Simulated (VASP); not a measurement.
# P in VASP: further runs

Runs on P. Level: PBEsol. Tasks: single point.

Program: VASP 6.6.1. These are calculated values, not measurements. Logs are shortened: lines on timing, memory, paths and dates and some standing lists are left out, and cuts for length are marked.

## 1. The cell of the first run

The cell holds a slab with vacuum, 4 atoms: a = 3.314 Å, b = 34.325 Å, c = 4.468 Å, α = 90.85°, β = 89.84°, γ = 90.67°.

## 2. Single point, PBEsol

File INCAR:

```
  PREC = Accurate
  ENCUT = 520
  EDIFF = 1E-7
  ISMEAR = 0
  SIGMA = 0.05
  LREAL = F
  LASPH = T
  NELM = 60
  ALGO = Normal
  ISIF = 2
  LWAVE = F
  LCHARG = F
  GGA = PS
  NBANDS = 18
```

File KPOINTS:

```
Automatic mesh
0
Gamma
  8 1 6
```

File POSCAR:

```
P
1.0
    3.3135074741     -0.0191967096      0.0046584866
   -0.2038384673     34.3237762809     -0.2578037344
    0.0062932328     -0.0327988640      4.4676404449
P
4
Direct
   -0.0009115433      0.9694531305      0.5843148890
    0.0005227479      0.0304915678      0.4176924244
    0.4996624728      0.0305381012      0.0840113581
    0.5007263226      0.9695172005      0.9139813284
```

Potentials or basis: VASP PAW PBE potentials, release 64 (P).

On the command line:

```bash
$ cat potpaw_PBE.64/P/POTCAR > POTCAR
$ mpirun -np 1 vasp_std > vasp.out
```

OUTCAR:

```text
PREC = Accurate
   ENCUT = 520
   EDIFF = 1E-7
   ISMEAR = 0
   LREAL = F
   LASPH = T
   NELM = 60
   ISIF = 2
   GGA = PS

 ion  position               nearest neighbor table
   1  0.999  0.969  0.584-   4 2.21   4 2.22   2 2.23
   2  0.001  0.030  0.418-   3 2.22   1 2.23   3 2.23
   3  0.500  0.031  0.084-   4 2.22   2 2.22   2 2.23
   4  0.501  0.970  0.914-   1 2.21   3 2.22   1 2.22

  LATTYP: Found a triclinic cell.
 ALAT       =    34.3253496860
 B/A-ratio  =     0.1301593520
 C/A-ratio  =     0.0965340888
 COS(alpha) =     0.0028569354
 COS(beta)  =     0.0117419796
 COS(gamma) =     0.0148596352

  Lattice vectors:

 A1 = (  -0.2038384673,  34.3237762809,  -0.2578037344)
 A2 = (  -0.0062932328,   0.0327988640,  -4.4676404449)
 A3 = (  -3.3135074741,   0.0191967096,  -0.0046584866)

Analysis of symmetry for initial positions (statically):
=====================================================================
 Subroutine PRICEL returns:
 Original cell was already a primitive cell.

 Routine SETGRP: Setting up the symmetry group for a
 triclinic supercell.

 Subroutine GETGRP returns: Found  1 space group operations
 (whereof  1 operations were pure point group operations)
 out of a pool of  2 trial point group operations.

The static configuration has the point symmetry C_1 .

Analysis of symmetry for dynamics (positions and initial velocities):
=====================================================================
 Subroutine PRICEL returns:
 Original cell was already a primitive cell.

 Routine SETGRP: Setting up the symmetry group for a
 triclinic supercell.

 Subroutine GETGRP returns: Found  1 space group operations
 (whereof  1 operations were pure point group operations)
 out of a pool of  2 trial point group operations.

The dynamic configuration has the point symmetry C_1 .

 Subroutine INISYM returns: Found  1 space group operations
 (whereof  1 operations are pure point group operations),
 and found     1 'primitive' translations

----------------------------------------------------------------------------------------

                                     Primitive cell

  volume of cell :     508.0676

  direct lattice vectors                    reciprocal lattice vectors
     3.313507474 -0.019196710  0.004658487     0.301805949  0.001789239 -0.000411996
    -0.203838467 34.323776281 -0.257803734     0.000168504  0.029136929  0.000213669
     0.006293233 -0.032798864  4.467640445    -0.000304975  0.001679471  0.223844559

  length of vectors
     3.313566356 34.325349686  4.467765271     0.301811534  0.029138200  0.223851067

  position of ions in fractional coordinates (direct lattice)
     0.999088457  0.969453131  0.584314889
     0.000522748  0.030491568  0.417692424
     0.499662473  0.030538101  0.084011358
     0.500726323  0.969517201  0.913981328

  ion indices of the primitive-cell ions
   primitive index   ion index
                 1           1
                 2           2
                 3           3
                 4           4

----------------------------------------------------------------------------------------

 KPOINTS: Automatic mesh

Automatic generation of k-mesh.
 Grid dimensions read from file:
 generate k-points for:    8    1    6

 Generating k-lattice:

  Cartesian coordinates                     Fractional coordinates (reciprocal lattice)
     0.037725744  0.000223655 -0.000051500     0.125000000  0.000000000 -0.000000000
     0.000168504  0.029136929  0.000213669     0.000000000  1.000000000  0.000000000
    -0.000050829  0.000279912  0.037307426    -0.000000000 -0.000000000  0.166666667

  Length of vectors
     0.037726442  0.029138200  0.037308511

  Shift w.r.t. Gamma in fractional coordinates (k-lattice)
     0.000000000  0.000000000  0.000000000

 Subroutine IBZKPT returns following result:
 ===========================================

 Found     26 irreducible k-points:

 Following reciprocal coordinates:
            Coordinates               Weight
  0.000000  0.000000  0.000000      1.000000
  0.125000 -0.000000  0.000000      2.000000
  0.250000 -0.000000  0.000000      2.000000
  0.375000  0.000000  0.000000      2.000000
  0.500000 -0.000000  0.000000      1.000000
  0.000000  0.000000  0.166667      2.000000
[... 16 lines left out ...]
  0.125000  0.000000  0.500000      2.000000
  0.250000  0.000000  0.500000      2.000000
 [... further k-points ...]
   k-points           NKPTS =     26   k-points in BZ     NKDIM =     26   number of bands    NBANDS=     18
   number of dos      NEDOS =    301   number of ions     NIONS =      4
   total plane-waves  NPLWV = 258048
   dimension x,y,z NGX =    28 NGY =  256 NGZ =   36
   dimension x,y,z NGXF=    56 NGYF=  512 NGZF=   72
   ions per type =               4
   NGX,Y,Z   is equivalent  to a cutoff of  14.05, 12.40, 13.40 a.u.
   NGXF,Y,Z  is equivalent  to a cutoff of  28.10, 24.80, 26.79 a.u.
 SYSTEM =  unknown system
   PREC   = accura    normal or accurate (medium, high low for compatibility)
   ISTART =      0    job   : 0-new  1-cont  2-samecut
   ICHARG =      2    charge: 1-file 2-atom 10-const
   ISPIN  =      1    spin polarized calculation?
   LNONCOLLINEAR =      F non collinear calculations
   LSORBIT =      F    spin-orbit coupling
   LASPH  =      T    aspherical Exc in radial PAW
   ENCUT  =  520.0 eV  38.22 Ry    6.18 a.u.   6.16 63.82  8.31*2*pi/ulx,y,z
   NELM   =     60;   NELMIN=  2; NELMDL= -5     # of ELM steps
   EDIFF  = 0.1E-06   stopping-criterion for ELM
   LREAL  =      F    real-space projection
   EDIFFG = 0.1E-05   stopping-criterion for IOM
   NSW    =      0    number of steps for IOM
   IBRION =     -1    ionic relax: 0-MD 1-quasi-New 2-CG
   NFREE  =      0    steps in history (QN), initial steepest desc. (CG)
   ISIF   =      2    stress and relaxation
   ISYM   =      2    0-nonsym 1-usesym 2-fastsym
   POTIM  = 0.5000    time-step for ionic-motion
   TEBEG  =    0.0;   TEEND  =   0.0 temperature during run
   PSTRESS=    0.0 pullay stress
   NELECT =      20.0000    total number of electrons
   NUPDOWN=      -1.0000    fix difference up-down
   EMIN   =  10.00;   EMAX   =-10.00  energy-range for DOS
   EFERMI =   0.00;   METHOD = LEGACY
   ISMEAR =     0;   SIGMA  =   0.05  broadening in eV -4-tet -1-fermi 0-gaus
   EFERMI_NEDOS =   21; number of points for ismear=-14 and -15
   IALGO  =     38    algorithm
   IMIX   =      4    mixing-type and parameters
     AMIX     =   0.40;   BMIX     =  1.00
     AMIX_MAG =   1.60;   BMIX_MAG =  1.00
  volume/ion in A,a.u.               =     127.02       857.15
  Fermi-wavevector in a.u.,A,eV,Ry     =   0.556901  1.052389  4.219687  0.310138
  Thomas-Fermi vector in A             =   1.591266
   LORBIT       =      0    0 simple, 1 ext, 2 COOP (PROOUT), +10 PAW based schemes
   GGA     = PS    functional components
   LHFCALC =     F    Hartree Fock is set to
   AEXX    =    0.0000 exact exchange contribution
   IVDW    =     0    specifies the selected vdW correction
   LEPSILON=     F    determine dielectric tensor
   LRPA    =     F    only Hartree local field effects (RPA)
 non-spin polarized calculation
 Gauss-broadening in eV      SIGMA  =   0.05
  energy-cutoff  :      520.00
  volume of cell :      508.07
 maximum number of plane-waves:     13756
 NGX is ok and might be reduce to    28
   NGX = 13   NGY =127   NGZ = 17

 number of electron      19.9999999 magnetization

 Free energy of the ion-electron system (eV)
  ---------------------------------------------------
  ext. energy  EPLUGINS =         0.00000000
  ---------------------------------------------------
  free energy    TOTEN  =       -22.82977202 eV

  energy without entropy =      -22.82977202  energy(sigma->0) =      -22.82977202

 E-fermi :  -3.0696     XC(G=0):  -1.8096

 val. band max:       -3.3320838021   @ k =   0.0000   0.0000   0.0000
 cond. band min:      -2.4634574753   @ k =   0.0000   0.0000   0.0000
 fundamental gap:      0.8686263269
 Fermi energy:        -3.0695682642

 k-point     1 :       0.0000    0.0000    0.0000
  band No.  band energies     occupation
      1     -18.5031      2.00000
      2     -15.8039      2.00000
      3     -12.4817      2.00000
      4      -9.1218      2.00000
      5      -8.0780      2.00000
      6      -7.8271      2.00000
[... 10 lines left out ...]
     17       1.7006      0.00000
     18       1.8506      0.00000

 k-point     2 :       0.1250   -0.0000    0.0000
  band No.  band energies     occupation
      1     -18.3185      2.00000
      2     -15.6114      2.00000
      3     -12.5985      2.00000
      4      -8.9798      2.00000
      5      -8.1023      2.00000
      6      -7.8977      2.00000
[... 10 lines left out ...]
     17       1.8795      0.00000
     18       1.9151      0.00000

 k-point     3 :       0.2500   -0.0000    0.0000
  band No.  band energies     occupation
      1     -17.7706      2.00000
      2     -15.0366      2.00000
      3     -13.1754      2.00000
      4      -9.4017      2.00000
      5      -8.6868      2.00000
      6      -8.5922      2.00000
[... 10 lines left out ...]
     17       2.0605      0.00000
     18       2.3975      0.00000

 k-point     4 :       0.3750    0.0000    0.0000
  band No.  band energies     occupation
      1     -16.8800      2.00000
      2     -14.3538      2.00000
      3     -14.0847      2.00000
      4     -11.1742      2.00000
      5      -8.7000      2.00000
      6      -8.1649      2.00000
[... 375 lines left out ...]
      4     -11.8592      2.00000
      5      -6.4251      2.00000
      6      -6.3369      2.00000
[... 10 lines left out ...]
     17       2.8392      0.00000
     18       2.8880      0.00000

 k-point    23 :       0.1250    0.0000    0.5000
  band No.  band energies     occupation
      1     -17.1463      2.00000
      2     -17.0443      2.00000
      3     -11.8392      2.00000
      4     -11.7802      2.00000
      5      -7.3605      2.00000
      6      -7.2627      2.00000
[... 10 lines left out ...]
     17       3.0919      0.00000
     18       3.1319      0.00000

 k-point    24 :       0.2500    0.0000    0.5000
  band No.  band energies     occupation
      1     -16.6336      2.00000
      2     -16.5320      2.00000
      3     -11.8129      2.00000
      4     -11.7683      2.00000
      5      -8.9088      2.00000
      6      -8.8446      2.00000
[... 10 lines left out ...]
     17       2.9678      0.00000
     18       3.0087      0.00000

 [... further k-points ...]

------------------------ aborting loop because EDIFF is reached ----------------------------------------

  FORCE on cell =-STRESS in cart. coord.  units (eV):
  Direction    XX          YY          ZZ          XY          YZ          ZX
  --------------------------------------------------------------------------------------
  -------------------------------------------------------------------------------------
  Total       -0.9753888      0.3944176     -0.3230995      0.2091513      0.2887107     -0.2604668
  in kB       -3.0758617      1.2437851     -1.0188852      0.6595530      0.9104413     -0.8213750
  external PRESSURE =      -0.9503206 kB  Pullay stress =       0.0000000 kB

 VOLUME and BASIS-vectors are now :
 -----------------------------------------------------------------------------
  energy-cutoff  :      520.00
  volume of cell :      508.07
      direct lattice vectors                 reciprocal lattice vectors
     3.313507474 -0.019196710  0.004658487     0.301805949  0.001789239 -0.000411996
    -0.203838467 34.323776281 -0.257803734     0.000168504  0.029136929  0.000213669
     0.006293233 -0.032798864  4.467640445    -0.000304975  0.001679471  0.223844559

 POSITION                                       TOTAL-FORCE (eV/Angst)
 -----------------------------------------------------------------------------------
      3.11655     33.23695      2.36523         0.043348     -0.091214     -0.138777
     -0.00185      1.03288      1.85824        -0.013477      0.095420     -0.075010
      1.64994      1.03584      0.36979         0.109927      0.101077      0.210913
      1.46729     33.23790      3.83573        -0.139798     -0.105283      0.002875
 -----------------------------------------------------------------------------------
    total drift:                                0.000002      0.000008     -0.000031

  FREE ENERGIE OF THE ION-ELECTRON SYSTEM (eV)
  ---------------------------------------------------
  free  energy   TOTEN  =       -22.8297720245 eV

  energy  without entropy=      -22.8297720245  energy(sigma->0) =      -22.82977202
```

Run time: 5.6 min. Hardware: 1 thread of Intel Xeon Platinum 8559C (Emerald Rapids), shared host; peak memory 0.62 GiB.

What came out:

```
Free energy            : -22.8298 eV
Largest force          : 0.258 eV/Å
Band gap on the k mesh : 0.87 eV
```

Forces in eV/Å, atoms in the order of the input:
```
P    0.043 -0.091 -0.139
P   -0.013  0.095 -0.075
P    0.110  0.101  0.211
P   -0.140 -0.105  0.003
```

Levels at points of the mesh, in eV from the valence-band top:
```
           k point  band 8  band 9  band 10  band 11  band 12  band 13
(0.00, 0.00, 0.00)   -1.81   -1.76     0.00     0.87     1.41     2.58
(0.50, 0.00, 0.00)   -2.72   -2.05    -2.04     1.19     1.32     1.94
(0.00, 0.00, 0.50)   -2.59   -1.18    -1.14     1.97     2.02     3.40
(0.50, 0.00, 0.50)   -4.84   -1.28    -1.21     2.38     2.50     4.07
```

Caveat: there is no dipole correction, which matters where the two faces differ; the PAW data sets were made with another functional, which shifts forces and pressure a little.

## 3. Single point, PBEsol

File INCAR:

```
ALGO = Normal
EDIFF = 1E-6
ENCUT = 520
GGA = PS
ISIF = 2
ISMEAR = 0
LASPH = T
LCHARG = F
LREAL = F
LWAVE = F
NBANDS = 18
NELM = 80
PREC = Accurate
SIGMA = 0.05
```

File KPOINTS:

```
k-points
0
Gamma
  8 1 6
```

File POSCAR:

```
P
1.0
    3.3135074741     -0.0191967096      0.0046584866
   -0.2038384673     34.3237762809     -0.2578037344
    0.0062932328     -0.0327988640      4.4676404449
P
4
Direct
   -0.0033321638      0.9692685714      0.5807267291
    0.0033451024      0.0307014023      0.4192689039
    0.5042811395      0.0307296451      0.0875852210
    0.4957059218      0.9693003812      0.9124191459
```

Potentials or basis: VASP PAW PBE potentials, release 64 (P).

On the command line:

```bash
$ cat potpaw_PBE.64/P/POTCAR > POTCAR
$ mpirun -np 1 vasp_std > vasp.out
```

OUTCAR:

```text
EDIFF = 1E-6
   ENCUT = 520
   GGA = PS
   ISIF = 2
   ISMEAR = 0
   LASPH = T
   LREAL = F
   NELM = 80
   PREC = Accurate

 ion  position               nearest neighbor table
   1  0.997  0.969  0.581-   4 2.22   4 2.22   2 2.24
   2  0.003  0.031  0.419-   3 2.22   3 2.22   1 2.24
   3  0.504  0.031  0.088-   2 2.22   2 2.22   4 2.24
   4  0.496  0.969  0.912-   1 2.22   1 2.22   3 2.24

  LATTYP: Found a triclinic cell.
 ALAT       =    34.3253496860
 B/A-ratio  =     0.1301593520
 C/A-ratio  =     0.0965340888
 COS(alpha) =     0.0028569354
 COS(beta)  =     0.0117419796
 COS(gamma) =     0.0148596352

  Lattice vectors:

 A1 = (  -0.2038384673,  34.3237762809,  -0.2578037344)
 A2 = (  -0.0062932328,   0.0327988640,  -4.4676404449)
 A3 = (  -3.3135074741,   0.0191967096,  -0.0046584866)

Analysis of symmetry for initial positions (statically):
[... 174 lines left out ...]
  free energy    TOTEN  =       -22.83513741 eV

  energy without entropy =      -22.83513741  energy(sigma->0) =      -22.83513741

 E-fermi :  -3.0646     XC(G=0):  -1.8226

 val. band max:       -3.3190607535   @ k =   0.0000   0.0000   0.0000
 cond. band min:      -2.5150197163   @ k =   0.0000   0.0000   0.0000
 fundamental gap:      0.8040410373
 Fermi energy:        -3.0645517396

 k-point     1 :       0.0000    0.0000    0.0000
  band No.  band energies     occupation
      1     -18.4528      2.00000
      2     -15.8103      2.00000
      3     -12.4051      2.00000
      4      -9.1009      2.00000
      5      -8.0260      2.00000
      6      -7.8519      2.00000
[... 481 lines left out ...]
      5      -8.8549      2.00000
      6      -8.8509      2.00000
[... 10 lines left out ...]
     17       2.9831      0.00000
     18       2.9842      0.00000

 [... further k-points ...]

------------------------ aborting loop because EDIFF is reached ----------------------------------------

  FORCE on cell =-STRESS in cart. coord.  units (eV):
  Direction    XX          YY          ZZ          XY          YZ          ZX
  --------------------------------------------------------------------------------------
  -------------------------------------------------------------------------------------
  Total       -1.0160874     -0.0935681     -0.3947679      0.0007568      0.0102975     -0.0807576
  in kB       -3.2042036     -0.2950644     -1.2448897      0.0023865      0.0324728     -0.2546668
  external PRESSURE =      -1.5813859 kB  Pullay stress =       0.0000000 kB

 VOLUME and BASIS-vectors are now :
 -----------------------------------------------------------------------------
  energy-cutoff  :      520.00
  volume of cell :      508.07
      direct lattice vectors                 reciprocal lattice vectors
     3.313507474 -0.019196710  0.004658487     0.301805949  0.001789239 -0.000411996
    -0.203838467 34.323776281 -0.257803734     0.000168504  0.029136929  0.000213669
     0.006293233 -0.032798864  4.467640445    -0.000304975  0.001679471  0.223844559

 POSITION                                       TOTAL-FORCE (eV/Angst)
 -----------------------------------------------------------------------------------
      3.10855     33.23078      2.34924         0.004712      0.020287      0.011192
      0.00746      1.03997      1.86524        -0.005789     -0.018594     -0.011073
      1.66523      1.04220      0.38573         0.003323     -0.019336      0.014471
      1.45069     33.23061      3.82878        -0.002246      0.017643     -0.014590
 -----------------------------------------------------------------------------------
    total drift:                                0.000000      0.000001     -0.000001

  FREE ENERGIE OF THE ION-ELECTRON SYSTEM (eV)
  ---------------------------------------------------
  free  energy   TOTEN  =       -22.8351374122 eV

  energy  without entropy=      -22.8351374122  energy(sigma->0) =      -22.83513741
```

stdout:

```text
POSCAR found type information on POSCAR P
 POSCAR found :  1 types and       4 ions
 scaLAPACK will be used
 -----------------------------------------------------------------------------
|                                                                             |
|                                                                             |
|     You enforced a specific xc type in the INCAR file but a different       |
|     I HOPE YOU KNOW WHAT YOU ARE DOING!                                     |
|                                                                             |
 -----------------------------------------------------------------------------

 LDA part: xc-table for (Slater+PW92), standard interpolation
 POSCAR, INCAR and KPOINTS ok, starting setup
 FFT: planning ... GRIDC
 FFT: planning ... GRID_SOFT
 FFT: planning ... GRID
 WAVECAR not read
 entering main loop
```

Wall time 4.9 min (1 thread of Intel Xeon Platinum 8559C (Emerald Rapids), shared host); peak memory 0.62 GiB.

What came out:

- Free energy: -22.8351 eV
- Largest force: 0.024 eV/Å
- Band gap on the k mesh: 0.80 eV

Forces in eV/Å, atoms in the order of the input:
```
P    0.005  0.020  0.011
P   -0.006 -0.019 -0.011
P    0.003 -0.019  0.014
P   -0.002  0.018 -0.015
```

Caveat: there is no dipole correction, which matters where the two faces differ; the PAW data sets were made with another functional, which shifts forces and pressure a little.
